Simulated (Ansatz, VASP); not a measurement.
## MgB2 in VASP and in Ansatz

The input INCAR:

```
SYSTEM = MgB2
PREC     = Accurate       ! precision mode
ENCUT    = 520            ! plane-wave cutoff, eV
EDIFF    = 1E-6           ! SCF threshold, eV
ISMEAR   = -1             ! smearing method
SIGMA    = 0.05           ! smearing width, eV
LREAL    = .FALSE.        ! projectors in reciprocal space
LASPH    = .TRUE.         ! aspherical terms in the spheres
NELM     = 60             ! most SCF steps
ALGO     = Normal         ! electronic algorithm
ISIF     = 2              ! what is computed and relaxed
LWAVE    = .FALSE.        ! write WAVECAR
LCHARG   = .FALSE.        ! write CHGCAR
GGA      = PE             ! functional
NBANDS   = 11             ! bands
```

KPOINTS

```
Automatic mesh
0
G
  12 12 9
  0 0 0
```

POSCAR

```
MgB2
1.0
    3.0642953789      0.0000000000      0.0000000000
   -1.5321476895      2.6537576429      0.0000000000
    0.0000000000      0.0000000000      3.4993549923
Mg B
1 2
Direct
    0.0000000000      0.0000000000      0.0000000000
    0.3333333333      0.6666666667      0.5000000000
    0.6666666667      0.3333333333      0.5000000000
```

Input for Ansatz:

```yaml
crystal:
  lattice:
    - [3.0642953789, 0.0, 0.0]
    - [-1.5321476895, 2.6537576429, 0.0]
    - [0.0, 0.0, 3.4993549923]
  atoms:
    - { symbol: Mg, position: [0.0, 0.0, 0.0] }
    - { symbol: B, position: [0.3333333333, 0.6666666667, 0.5] }
    - { symbol: B, position: [0.6666666667, 0.3333333333, 0.5] }
kpoints:
  mp_grid: { grid: [12, 12, 9] }
  band_path:
    path:
      - [0.0, 0.0, 0.0]
      - [0.5, 0.0, 0.0]
      - [0.3333333333, 0.3333333333, 0.0]
      - [0.0, 0.0, 0.0]
      - [0.0, 0.0, 0.5]
      - [0.5, 0.0, 0.5]
      - [0.3333333333, 0.3333333333, 0.5]
      - [0.0, 0.0, 0.5]
      - [0.5, 0.0, 0.5]
    npoints: 5
scf:
  occupations: { method: fermi_dirac, width: 0.05 }
hamiltonian:
  xc: pbe
  pseudopotentials: { kind: all_electron, lapw: { basis_error: 0.0005 } }
output:
  forces: true
  stress: true
  eigenvalues: true
```

Change from the starting cell: volume scaled by 0.98.

Alike in both runs: task single point; functional PBE; k mesh 12 × 12 × 9; occupations fermi-dirac, width 0.05 eV; no spin polarisation.

```csv
,VASP,Ansatz
version,VASP 6.6.1,Ansatz 0.2.0
potentials or method,"VASP PAW PBE potentials, release 64 (Mg, B), cutoff 520 eV","all-electron LAPW, scalar-relativistic"
```

```csv
,VASP,Ansatz,Ansatz less VASP
pressure (GPa),1.8,2.0,+0.21
"traceless stress, the component that is largest in VASP (GPa)",-0.63,-0.46,+0.166
```

Ansatz ran all-electron here, and VASP with PAW potentials.
